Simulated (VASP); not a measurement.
## Mn: single point with r2SCAN

Crystal: Mn.

```
Mn
1.0
     0.00000    2.55437    2.55437
     2.55437    0.00000    2.55437
     2.55437    2.55437    0.00000
Mn
2
Direct
  0.00000 0.00000 0.00000
  0.50000 0.50000 0.50000
```

This isn't the form of Mn at room conditions, which is a 58-atom cubic cell.

```json
{
 "Program": "VASP 6.6.1",
 "Task": "single point",
 "Functional": "r2SCAN",
 "Potentials or basis": "VASP PAW PBE potentials, release 64 (Mn_pv)",
 "Cutoff": "520 eV",
 "k mesh": "17 × 17 × 17",
 "Occupations": "fermi-dirac, width 0.05 eV",
 "Spin": "collinear spin, antiferromagnetic start",
 "Starting moments": "[3.713, -3.713] μB",
 "Dipole correction": "no",
 "Further INCAR settings": "ALGO = Normal; EDIFF = 1e-06; NBANDS = 24"
}
```

```json
{
  "Pressure": "0.0 GPa",
  "Band gap on the k mesh": "zero (filled and empty bands overlap)",
  "Net moment": "0.00 μB per cell",
  "Site moments": "Mn +3.79, -3.79 μB",
  "Valence electrons inside the program's atomic spheres": "Mn 11.56"
}
```

Levels at points of the mesh, in eV from the Fermi level:
Spin up:
| k point | band 10 | band 11 | band 12 | band 13 | band 14 | band 15 | band 16 | band 17 |
| --- | --- | --- | --- | --- | --- | --- | --- | --- |
| (0.00, 0.00, 0.00) | -4.09 | -4.09 | -4.09 | 1.67 | 1.67 | 1.67 | 2.00 | 2.00 |
Spin down:
```csv
k point,band 11,band 12,band 13,band 14,band 15,band 16
"(0.00, 0.00, 0.00)",-4.09,-4.09,1.67,1.67,1.67,2.00
```

It took 9 min on 1 thread of Intel(R) Xeon(R) 6975P-C (Granite Rapids) (shared host), peak memory 0.31 GiB.

Caveat: the antiferromagnetic order is the one typed at the start, and another may lie lower; the PAW data sets were made with another functional, which shifts forces and pressure a little.
